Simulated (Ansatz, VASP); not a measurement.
**Li: VASP beside Ansatz**

```
Li
1.0
     1.55050    0.89518    7.43653
    -1.55050    0.89518    7.43653
     0.00000   -1.79036    7.43653
Li
3
Direct
  0.00000 0.00000 0.00000
  0.22200 0.22200 0.22200
  0.77800 0.77800 0.77800
```

Change from the starting cell: zz strain of -2 %.

Alike in both runs: task single point; functional PBE; k mesh 12 × 12 × 12; occupations fermi-dirac, width 0.05 eV; no spin polarisation.

```csv
,VASP,Ansatz
version,VASP 6.6.1,Ansatz 0.2.0
potentials or method,"VASP PAW PBE potentials, release 64 (Li_sv), cutoff 520 eV","all-electron LAPW, scalar-relativistic"
```

VASP gave:

| Property | Result |
| --- | --- |
| rms of the force components (eV/Å) | 0.005 |

Problem. What did Ansatz give for the same quantities?

Solution. rms of the force components (eV/Å): 0.004.

Atom by atom the forces differ by 0.000 eV/Å (rms over components). Ansatz ran all-electron here, and VASP with PAW potentials.

Noted on VASP's run: the cutoff is short for stress, so the pressure is rough.
